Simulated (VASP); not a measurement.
# TaTi2Si3 (P6/mmm) in VASP: further runs, part 2 of 2

VASP 6.6.1. The steps go on from the part before.

## (4) Relaxation of cell and atoms, PBE

The input, INCAR:

```
  PREC = Accurate
  ENCUT = 600
  EDIFF = 1E-7
  ISMEAR = 0
  SIGMA = 0.1
  LREAL = F
  LASPH = T
  NELM = 100
  ALGO = Normal
  ISIF = 3
  LWAVE = F
  LCHARG = F
  GGA = PE
  IBRION = 2
  NSW = 90
  EDIFFG = -0.04
```

The input, KPOINTS:

```
regular mesh
0
Gamma
  6 6 4
```

The input, POSCAR:

```
TaTi2Si3
1.0
    4.9751430500      0.0000000000      0.0000000000
   -2.4875715200      4.3086002600      0.0000000000
    0.0000000000      0.0000000000      3.9216634100
Ti Ta Si
2 1 3
Direct
    0.3333333300      0.6666666700      0.0000000000
    0.6666666700      0.3333333300      0.0000000000
    0.0000000000      0.0000000000      0.0000000000
    0.5000000000      0.0000000000      0.5000000000
    0.5000000000      0.5000000000      0.5000000000
    0.0000000000      0.5000000000      0.5000000000
```

On the command line:

```sh
cat potpaw_PBE.64/Ti_sv/POTCAR potpaw_PBE.64/Ta_pv/POTCAR potpaw_PBE.64/Si/POTCAR > POTCAR
mpirun -np 1 vasp_std > vasp.out
```

Run time: 2.6 min. Hardware: 1 thread of Intel Xeon 6975P-C (Granite Rapids), shared host; peak memory 0.27 GiB.

It converged, with:

- Free energy: -44.8829 eV
- Relaxed volume: 15.59 Å³/atom
- Relaxed cell: a = 5.077 Å, b = 5.077 Å, c = 4.192 Å, α = 90.00°, β = 90.00°, γ = 120.00°
- Space group after relaxing (to 0.1 Å): P6/mmm (No. 191)
- Energy gained by relaxing: 115.2 meV/atom
- Ionic steps: 7
- Pressure after relaxing: 0.3 GPa
- Band gap on the k mesh: zero (an odd number of electrons rules out a gap without spin polarisation)

Stress tensor (GPa, compression positive):
```
0.23 0.00 0.00
0.00 0.23 0.00
0.00 0.00 0.37
```

Step by step:
| step | energy change (eV) | largest force (eV/Å) | pressure (GPa) | volume (Å³) |
| --- | --- | --- | --- | --- |
| 1 | 0.0000 | 0.0000 | 20.86 | 84.06 |
| 2 | 0.0966 | 0.0000 | -15.19 | 108.15 |
| 3 | -0.6750 | 0.0000 | -1.08 | 94.65 |
| 4 | -0.6755 | 0.0000 | -0.68 | 94.39 |
| 5 | -0.6754 | 0.0000 | -0.35 | 94.18 |
| 6 | -0.6908 | 0.0000 | 0.16 | 93.65 |
| 7 | -0.6912 | 0.0000 | 0.27 | 93.55 |

Final structure:
```
CELL_PARAMETERS angstrom
5.07653 0.00000 0.00000
-2.53826 4.39640 0.00000
0.00000 0.00000 4.19170
ATOMIC_POSITIONS crystal
Ti 0.33333 0.66667 0.00000
Ti 0.66667 0.33333 0.00000
Ta 0.00000 0.00000 0.00000
Si 0.50000 0.00000 0.50000
Si 0.50000 0.50000 0.50000
Si 0.00000 0.50000 0.50000
```

Levels at points of the mesh, in eV from the Fermi level:
```
           k point  band 21  band 22  band 23  band 24  band 25  band 26
(0.00, 0.00, 0.00)    -2.11    -1.60    -0.95    -0.95     0.65     0.65
(0.50, 0.00, 0.00)    -1.83    -1.25    -1.19     1.11     1.28     1.39
(0.00, 0.00, 0.50)    -1.11    -0.53    -0.53    -0.15     0.77     0.77
(0.50, 0.00, 0.50)    -0.99    -0.87    -0.25     0.02     0.05     0.05
```

Caveat: the k points lie up to 0.37 Å⁻¹ apart in the final cell, too coarse for converged energies and pressures of a metal; spin-orbit coupling is left out, which moves the levels of the heavy elements.

## (5) Single point, PBE

This run uses another cell than the first one, of 15.64 Å³/atom.

The input, INCAR:

```
SYSTEM = TaTi2Si3
PREC = Accurate
ENCUT = 520
EDIFF = 1E-6
ISMEAR = 0
SIGMA = 0.1
LREAL = .FALSE.
LASPH = .TRUE.
NELM = 60
ALGO = Normal
ISIF = 2
LWAVE = .FALSE.
LCHARG = .FALSE.
GGA = PE
NBANDS = 32
```

The input, KPOINTS:

```
regular mesh
0
G
  12 12 10
  0 0 0
```

The input, POSCAR:

```
TaTi2Si3
1.0
    5.0875510091      0.0000000000      0.0000000000
   -2.5437755045      4.4059484169      0.0000000000
    0.0000000000      0.0000000000      4.1873011734
Ti Ta Si
2 1 3
Direct
    0.3333333333      0.6666666667      0.0000000000
    0.6666666667      0.3333333333      0.0000000000
    0.0000000000      0.0000000000      0.0000000000
    0.5000000000      0.0000000000      0.5000000000
    0.5000000000      0.5000000000      0.5000000000
    0.0000000000      0.5000000000      0.5000000000
```

On the command line:

```sh
cat potpaw_PBE.64/Ti_sv/POTCAR potpaw_PBE.64/Ta_pv/POTCAR potpaw_PBE.64/Si/POTCAR > POTCAR
mpirun -np 1 vasp_std > vasp.out
```

Wall time 2.1 min (1 thread of Intel Xeon 6975P-C (Granite Rapids), shared host); peak memory 0.45 GiB.

The run converged. Its results:

* Free energy: -44.8790 eV
* Pressure: -0.1 GPa
* Band gap on the k mesh: zero (an odd number of electrons rules out a gap without spin polarisation)

Levels at points of the mesh, in eV from the Fermi level:
```tsv
k point	band 20	band 21	band 22	band 23	band 24	band 25	band 26	band 27
(0.00, 0.00, 0.00)	-2.11	-2.11	-1.60	-0.93	-0.93	0.65	0.65	1.34
(0.50, 0.00, 0.00)	-1.91	-1.82	-1.25	-1.18	1.09	1.27	1.38	1.49
(0.00, 0.00, 0.50)	-2.35	-1.08	-0.53	-0.53	-0.14	0.76	0.76	1.11
(0.50, 0.00, 0.50)	-1.34	-0.98	-0.88	-0.24	0.03	0.03	0.05	0.41
```

Caveat: spin-orbit coupling is left out, which moves the levels of the heavy elements.

## (6) Single point, PBE, collinear spin

This run uses another cell than the first one, of 15.62 Å³/atom.

The input, INCAR:

```
SYSTEM = TaTi2Si3
ALGO = Normal ; EDIFF = 1E-6
ENCUT = 520 ; GGA = PE
ISIF = 2 ; ISMEAR = 0
ISPIN = 2 ; LASPH = .True.
LCHARG = .True. ; LELF = .True.
LMAXMIX = 4 ; LORBIT = 11
LREAL = .False. ; LVHAR = .True.
LWAVE = .False. ; MAGMOM = 1 1 0 0 0 0
NBANDS = 36 ; NELM = 150
PREC = Accurate ; SIGMA = 0.1
```

The input, KPOINTS:

```
k-points
0
Gamma
  6 6 4
  0 0 0
```

Edit POSCAR of step 5 so:

```diff
@@ -2,5 +2,5 @@
 1.0
-    5.0875510091      0.0000000000      0.0000000000
-   -2.5437755045      4.4059484169      0.0000000000
-    0.0000000000      0.0000000000      4.1873011734
+    5.0805117083      0.0000000000      0.0000000000
+   -2.5402558541      4.3998522036      0.0000000000
+    0.0000000000      0.0000000000      4.1936878160
 Ti Ta Si
```

Potentials or basis: VASP PAW PBE potentials, release 64 (Ti_sv, Ta_pv, Si).

On the command line:

```sh
cat potpaw_PBE.64/Ti_sv/POTCAR potpaw_PBE.64/Ta_pv/POTCAR potpaw_PBE.64/Si/POTCAR > POTCAR
mpirun -np 1 vasp_std > vasp.out
```

OUTCAR:

```text
SYSTEM = TaTi2Si3
   EDIFF = 1E-6
   ENCUT = 520
   GGA = PE
   ISIF = 2
   ISMEAR = 0
   ISPIN = 2
   LASPH = .True.
   LORBIT = 11
   LREAL = .False.
   NELM = 150
   PREC = Accurate

 ion  position               nearest neighbor table
   1  0.333  0.667  0.000-   4 2.56   4 2.56   6 2.56   6 2.56   5 2.56   5 2.56   3 2.93   3 2.93
                             3 2.93
   2  0.667  0.333  0.000-   4 2.56   4 2.56   6 2.56   6 2.56   5 2.56   5 2.56   3 2.93   3 2.93
                             3 2.93
   3  0.000  0.000  0.000-   1 2.93   2 2.93   1 2.93   2 2.93   2 2.93   1 2.93   6 3.29   6 3.29
                             6 3.29   6 3.29   4 3.29   4 3.29   4 3.29   4 3.29   5 3.29   5 3.29
   4  0.500  0.000  0.500-   5 2.54   5 2.54   6 2.54   6 2.54   1 2.56   2 2.56   1 2.56   2 2.56
                             3 3.29   3 3.29   3 3.29   3 3.29
   5  0.500  0.500  0.500-   4 2.54   4 2.54   6 2.54   6 2.54   1 2.56   2 2.56   1 2.56   2 2.56
                             3 3.29   3 3.29   3 3.29   3 3.29
[... 1842 lines left out ...]
      1.27013      2.19993      2.09684        -0.000000      0.000000      0.000000
     -1.27013      2.19993      2.09684        -0.000000      0.000000      0.000000
 -----------------------------------------------------------------------------------
    total drift:                                0.000000     -0.000000      0.000000

  FREE ENERGIE OF THE ION-ELECTRON SYSTEM (eV)
  ---------------------------------------------------
  free  energy   TOTEN  =       -44.8850543997 eV

  energy  without entropy=      -44.8699922437  energy(sigma->0) =      -44.87752332

 total charge

# of ion       s       p       d       tot
------------------------------------------
    1        2.205   6.182   2.076  10.463
    2        2.205   6.182   2.076  10.463
    3        0.314   6.084   2.189   8.587
    4        0.766   0.884   0.000   1.650
    5        0.766   0.884   0.000   1.650
    6        0.766   0.884   0.000   1.650
--------------------------------------------------
tot          7.021  21.102   6.340  34.463

 magnetization (x)

# of ion       s       p       d       tot
------------------------------------------
    1       -0.000   0.000   0.000   0.000
    2       -0.000   0.000   0.000   0.000
    3       -0.000   0.000  -0.000  -0.000
    4       -0.000  -0.000   0.000  -0.000
    5       -0.000  -0.000   0.000  -0.000
    6       -0.000  -0.000   0.000  -0.000
--------------------------------------------------
tot         -0.000  -0.000   0.000   0.000
```

OSZICAR:

```text
N       E                     dE             d eps       ncg     rms          rms(c)
DAV:   1     0.498346353545E+03    0.49835E+03   -0.22109E+04  3024   0.138E+03
DAV:   2     0.208865208494E+01   -0.49626E+03   -0.47673E+03  3052   0.428E+02
DAV:   3    -0.440498083816E+02   -0.46138E+02   -0.44448E+02  4784   0.115E+02
DAV:   4    -0.488085033724E+02   -0.47587E+01   -0.47059E+01  4464   0.291E+01
DAV:   5    -0.490080450760E+02   -0.19954E+00   -0.19942E+00  4280   0.517E+00    0.216E+01
DAV:   6    -0.451557810922E+02    0.38523E+01   -0.16135E+01  4080   0.266E+01    0.691E+00
DAV:   7    -0.449335882798E+02    0.22219E+00   -0.16497E+00  3864   0.696E+00    0.459E+00
DAV:   8    -0.449065152908E+02    0.27073E-01   -0.40086E-01  4436   0.403E+00    0.213E+00
DAV:   9    -0.448853208592E+02    0.21194E-01   -0.92446E-02  4036   0.226E+00    0.878E-01
DAV:  10    -0.448845692809E+02    0.75158E-03   -0.15662E-02  4052   0.892E-01    0.693E-01
DAV:  11    -0.448848517162E+02   -0.28244E-03   -0.48837E-03  3956   0.567E-01    0.198E-01
DAV:  12    -0.448850437804E+02   -0.19206E-03   -0.80234E-04  4188   0.180E-01    0.863E-02
DAV:  13    -0.448850528867E+02   -0.91063E-05   -0.85164E-05  4124   0.627E-02    0.331E-02
DAV:  14    -0.448850542973E+02   -0.14106E-05   -0.15675E-05  3964   0.272E-02    0.531E-03
DAV:  15    -0.448850543997E+02   -0.10239E-06   -0.12671E-06  2540   0.686E-03
   1 F= -.44885054E+02 E0= -.44877523E+02  d E =-.150622E-01  mag=     0.0001
```

Wall time 62 s (1 thread of Intel Xeon 6975P-C (Granite Rapids), shared host); peak memory 0.32 GiB.

What came out:

| Property | Result |
| --- | --- |
| Free energy | -44.8851 eV |
| Pressure | 0.0 GPa |
| Net moment | 0.00 μB per cell |
| Valence electrons inside the program's atomic spheres | Ti 10.46; Ta 8.59; Si 1.65 |

Caveat: the k points lie up to 0.37 Å⁻¹ apart; spin-orbit coupling is left out, which moves the levels of the heavy elements.

## (7) Overview

```tsv
task	spin	cell	k mesh	cutoff (eV)	gap on the mesh (eV)	pressure (GPa)
single point	off	a = 4.975, b = 4.975, c = 3.922 Å, angles 90.0, 90.0, 120.0°, 6 atoms	6 × 6 × 4	520	none	20.9
single point	off	a = 5.081, b = 5.081, c = 4.194 Å, angles 90.0, 90.0, 120.0°, 6 atoms	6 × 6 × 4	520	none	0.0
relaxation of cell and atoms	off	relaxed from a = 4.975, b = 4.975, c = 3.922 Å, angles 90.0, 90.0, 120.0°, 6 atoms	6 × 6 × 4	600	none	0.3
single point	off	a = 5.088, b = 5.088, c = 4.187 Å, angles 90.0, 90.0, 120.0°, 6 atoms	12 × 12 × 10	520	none	-0.1
single point	collinear	a = 5.081, b = 5.081, c = 4.194 Å, angles 90.0, 90.0, 120.0°, 6 atoms	6 × 6 × 4	520	none	0.0
```

Alike in all rows: level PBE; potentials or basis VASP PAW PBE potentials, release 64 (Ti_sv, Ta_pv, Si); smearing gaussian 0.1 eV.

Caveats: some runs use coarse meshes; spin-orbit coupling is left out, which moves the levels of the heavy elements.

Total energies depend on the potentials used, so only differences within one code and one set of settings carry meaning.
